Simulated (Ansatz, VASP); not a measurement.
**SnTe: VASP beside Ansatz**

```
Sn Te
1.0
     2.24496    1.29613    3.79253
    -2.24496    1.29613    3.79253
     0.00000   -2.59226    3.79253
Sn Te
1 1
Direct
  0.99796 0.99796 0.99796
  0.52304 0.52304 0.52304
```

Alike in both runs: task single point; functional PBE; k mesh 8 × 8 × 8; occupations fermi-dirac, width 0.02 eV; no spin polarisation.

|  | VASP | Ansatz |
| --- | --- | --- |
| version | VASP 6.6.1 | Ansatz 0.2.0 |
| potentials or method | VASP PAW PBE potentials, release 64 (Sn_d, Te) | plane waves, PAW |
| plane-wave cutoff (eV) | 520 | 420 |
| valence electrons in the cell | 20 | 30 |

Ansatz gave:

```
pressure (GPa)                                                : 0.7
traceless stress, the component that is largest in VASP (GPa) : -0.12
rms of the force components (eV/Å)                            : 0.073
```

Question: What did VASP give for the same quantities?

Answer: Pressure (GPa): 0.7; traceless stress, the component that is largest in VASP (GPa): -0.13; rms of the force components (eV/Å): 0.078.

Atom by atom the forces differ by 0.005 eV/Å (rms over components). VASP's potentials hold 20 valence electrons a cell and Ansatz's 30, so a difference there can come from the potentials and not from the codes.

Neither program's run includes spin-orbit coupling.
